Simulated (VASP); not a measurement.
Wanted: the native input for a VASP 6.6.1 run.

```yaml
Task: single point
Functional: PBE
Potentials_or_basis: VASP PAW PBE potentials, release 64 (Na_pv, Pd)
Cutoff: 520 eV
k_mesh: 6 × 6 × 2
Occupations: gaussian, width 0.1 eV
Spin: no spin polarisation
Dipole_correction: no
Further_INCAR_settings: ALGO = Fast; EDIFF = 1e-06; NBANDS = 19
```

The structure of Na2Pd lies in POSCAR:

```
Na2Pd
1.0
    3.4573386200      0.0000000000      0.0000000000
   -1.7286693100      2.9941430700      0.0000000000
    0.0000000000      0.0000000000      8.4687154900
Na Pd
2 1
Direct
    0.3333333300      0.6666666700      0.6666666700
    0.6666666700      0.3333333300      0.3333333300
    0.0000000000      0.0000000000      0.0000000000
```

The input as run:

INCAR

```
SYSTEM = Na2Pd
PREC = Accurate
ENCUT = 520
EDIFF = 1E-6
ISMEAR = 0
SIGMA = 0.1
LREAL = .False.
LASPH = .True.
NELM = 80
ALGO = Fast
ISIF = 2
LWAVE = .False.
LCHARG = .True.
GGA = PE
LELF = .True.
LVHAR = .True.
NBANDS = 19
```

KPOINTS

```
regular mesh
0
Gamma
  6 6 2
  0 0 0
```

Potentials or basis: VASP PAW PBE potentials, release 64 (Na_pv, Pd).

The run is started by

```sh
$ cat potpaw_PBE.64/Na_pv/POTCAR potpaw_PBE.64/Pd/POTCAR > POTCAR
$ mpirun -np 1 vasp_std > vasp.out
```

It gave:

```json
{"Pressure": "-4.3 GPa", "Largest force": "0.948 eV/Å", "Band gap on the k mesh": "zero (band 12 reaches 3.34 eV, above the bottom of band 13 at 0.85 eV)"}
```

Caveat: the k points lie up to 0.37 Å⁻¹ apart.

Wall time 18 s on 1 thread of Intel(R) Xeon(R) Platinum 8488C (Sapphire Rapids), with other jobs on the host, peak memory 0.21 GiB.
